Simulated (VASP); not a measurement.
**Mo3Rh: relaxation of cell and atoms with PBE**

Mo3Rh:

```
CELL_PARAMETERS angstrom
4.48217 0.00000 0.00000
0.00000 4.48217 0.00000
0.00000 0.00000 4.48217
ATOMIC_POSITIONS crystal
Mo 0.00000 0.50000 0.50000
Mo 0.50000 0.00000 0.50000
Mo 0.50000 0.50000 0.00000
Rh 0.00000 0.00000 0.00000
```

The cell was built from a structure type or drawn by symmetry, and may not be a known phase.

* Program: VASP 6.6.1
* Task: relaxation of cell and atoms
* Functional: PBE
* Potentials or basis: VASP PAW PBE potentials, release 64 (Mo_sv, Rh_pv)
* Cutoff: 600 eV
* k mesh: 4 × 4 × 4
* Occupations: gaussian, width 0.1 eV
* Spin: no spin polarisation
* Dipole correction: no
* Further INCAR settings: ALGO = Fast; EDIFF = 1e-06; IBRION = 2; EDIFFG = -0.04; NSW = 90; ISIF = 3

```yaml
Relaxed_volume: 15.42 Å³/atom
Relaxed_cell: a = 3.951 Å, b = 3.951 Å, c = 3.951 Å, α = 90.00°, β = 90.00°, γ = 90.00°
Space_group_after_relaxing_to_0.1_Å: Pm-3m (No. 221)
Pressure_after_relaxing: -0.1 GPa
Band_gap_on_the_k_mesh: zero (an odd number of electrons rules out a gap without spin polarisation)
```

Final structure:
```
Mo Rh
1.0
     3.95100    0.00000    0.00000
     0.00000    3.95100    0.00000
     0.00000    0.00000    3.95100
Mo Rh
3 1
Direct
  0.00000 0.50000 0.50000
  0.50000 0.00000 0.50000
  0.50000 0.50000 0.00000
  0.00000 0.00000 0.00000
```

Levels at points of the mesh, in eV from the Fermi level:
```csv
k point,band 25,band 26,band 27,band 28,band 29,band 30,band 31,band 32
"(0.00, 0.00, 0.00)",-1.37,0.75,0.75,3.04,3.04,3.26,3.27,3.97
"(0.50, 0.00, 0.00)",-1.94,-1.35,0.18,0.26,0.26,0.79,1.30,1.30
"(0.50, 0.50, 0.00)",-1.84,-1.73,-1.73,-1.59,0.62,0.62,0.64,0.64
"(0.50, 0.50, 0.50)",-0.89,-0.89,-0.89,1.43,1.43,1.43,1.81,2.73
```

Run time: 2.2 min on 1 thread of Intel(R) Xeon(R) 6975P-C (Granite Rapids), on a shared host, peak memory 0.23 GiB.

Caveat: the volume moved by over 15 % at a fixed basis, so the end points are rough.
